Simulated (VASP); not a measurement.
Runs of VASP 6.6.1 on As. The structure is that of space group Fd-3m (No. 227), or close to it. The cells are those of the table. 

| task | cell | k mesh | cutoff (eV) | gap on the mesh (eV) | pressure (GPa) |
| --- | --- | --- | --- | --- | --- |
| single point | a = 4.372 Å, angles 60.0°, 2 atoms | 9 × 9 × 9 | 520 | none | (a) |
| single point | a = 4.253 Å, angles 60.0°, 2 atoms | 10 × 10 × 10 | 520 | none | 4.0 |
| single point | a = 4.313 Å, angles 60.0°, 2 atoms | 10 × 10 × 10 | 520 | none | 1.8 |
| relaxation of cell and atoms | relaxed from a = 4.119 Å, angles 60.0°, 2 atoms | 9 × 9 × 9 | 600 | none | 0.0 |
| single point | a = 4.372 Å, angles 60.0°, 2 atoms | 10 × 10 × 10 | 520 | none | -0.1 |
| single point | a = 4.372 Å, angles 60.0°, 2 atoms | 15 × 15 × 15 | 520 | none | -0.1 |
| single point | a = 4.430 Å, angles 60.0°, 2 atoms | 10 × 10 × 10 | 520 | none | (b) |
| single point | a = 4.486 Å, angles 60.0°, 2 atoms | 10 × 10 × 10 | 520 | none | -2.9 |

Alike in all rows: level RPBE; potentials or basis VASP PAW PBE potentials, release 64 (As); no spin polarisation; smearing fermi-dirac 0.1 eV.

Fill in the values left out.

(a) 0.1; (b) -1.6.

Caveats: the PAW data sets were made with another functional, which shifts forces and pressure a little.

A k mesh can miss the band edges, and the runs leave out spin-orbit coupling on As.

A gap of «none» marks levels without a gap at the run's occupations.
